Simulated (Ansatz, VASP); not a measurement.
**HgTe: VASP beside Ansatz**

```
Hg Te
1.0
     0.00000    2.97880    2.97880
     2.97880    0.00000    2.97880
     2.97880    2.97880    0.00000
Hg Te
1 1
Direct
  0.00000 0.00000 0.00000
  0.50000 0.50000 0.50000
```

Change from the starting cell: volume scaled by 1.06, ions relaxed.

Alike in both runs: functional PBE; k mesh 14 × 14 × 14; occupations fermi-dirac, width 0.05 eV; no spin polarisation.

Ansatz relaxed the structure, and its values are those at the end. VASP's run is a single point on that final structure, the one shown.

```csv
,VASP,Ansatz
version,VASP 6.6.1,Ansatz 0.2.0
potentials or method,"VASP PAW PBE potentials, release 64 (Hg, Te)","plane-wave PAW, scalar-relativistic"
plane-wave cutoff (eV),520,420
valence electrons in the cell,18,36
```

```csv
,VASP,Ansatz,Ansatz less VASP
pressure (GPa),5.6,5.5,-0.18
```

With one functional, cell and mesh, what is left measures potentials, basis and numerics. VASP's potentials hold 18 valence electrons a cell and Ansatz's 36, so a difference there can come from the potentials and not from the codes. Ansatz's warnings: stress scf threshold loose.

Neither program's run includes spin-orbit coupling.
